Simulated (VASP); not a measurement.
Here is a VASP 6.6.1 calculation.

The input INCAR:

```
  PREC = Accurate
  ENCUT = 520
  EDIFF = 1E-7
  ISMEAR = 0
  SIGMA = 0.1
  LREAL = False
  LASPH = True
  NELM = 100
  ALGO = Normal
  ISIF = 2
  LWAVE = False
  LCHARG = True
  GGA = PS
  LELF = True
  LVHAR = True
  NBANDS = 32
```

File KPOINTS:

```
regular mesh
0
Gamma
  8 8 8
```

The input POSCAR:

```
Ca3GeN
1.0
    4.5564027048      0.0000000000      0.0000000000
    0.0000000000      4.5564027048      0.0000000000
    0.0000000000      0.0000000000      4.5564027048
Ca Ge N
3 1 1
Direct
    0.0000000000      0.5000000000      0.5000000000
    0.5000000000      0.0000000000      0.5000000000
    0.5000000000      0.5000000000      0.0000000000
    0.0000000000      0.0000000000      0.0000000000
    0.5000000000      0.5000000000      0.5000000000
```

Potentials or basis: VASP PAW PBE potentials, release 64 (Ca_sv, Ge_d, N).

Launch:

```sh
$ cat potpaw_PBE.64/Ca_sv/POTCAR potpaw_PBE.64/Ge_d/POTCAR potpaw_PBE.64/N/POTCAR > POTCAR
$ mpirun -np 1 vasp_std > vasp.out
```

**Question.** Predict the pressure.

**Answer.** 10.4 GPa.

Caveat: the PAW data sets were made with another functional, which shifts forces and pressure a little.
